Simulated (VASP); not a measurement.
LiH, 2 atoms in the cell. The structure is cubic, space group Fm-3m (No. 225). Conventional cell: a = 4.074 Å, b = 4.074 Å, c = 4.074 Å, α = 90.00°, β = 90.00°, γ = 90.00°. Li (site symmetry m-3m) has 6 H at 2.04 Å within 2.7 Å. H (site symmetry m-3m) has 6 Li at 2.04 Å within 2.7 Å. 

| Property | Result |
| --- | --- |
| Program | VASP 6.6.1 |
| Task | relaxation of cell and atoms |
| Functional | PBEsol |
| Potentials or basis | VASP PAW PBE potentials, release 64 (Li_sv, H) |
| Cutoff | 600 eV |
| k mesh | 14 × 14 × 14 |
| Occupations | fermi-dirac, width 0.05 eV |
| Spin | no spin polarisation |
| Dipole correction | no |
| Further INCAR settings | ALGO = Normal; EDIFF = 1e-06; IBRION = 2; EDIFFG = -0.002; NSW = 100; ISIF = 3 |

Potentials or basis: VASP PAW PBE potentials, release 64 (Li_sv, H).

Command:

```console
$ cat potpaw_PBE.64/Li_sv/POTCAR potpaw_PBE.64/H/POTCAR > POTCAR
$ mpirun -np 1 vasp_std > vasp.out
```

Hardware: 1 thread of Intel(R) Xeon(R) Platinum 8259CL CPU @ 2.50GHz (Skylake/Cascade Lake), with other jobs on the host.

Q: How long does it take, and how much memory?

A: Wall time 23 s on 1 thread of Intel(R) Xeon(R) Platinum 8259CL CPU @ 2.50GHz (Skylake/Cascade Lake), with other jobs on the host, peak memory 0.13 GiB. Counts: scf iterations 32, k points 104, ion steps 4.
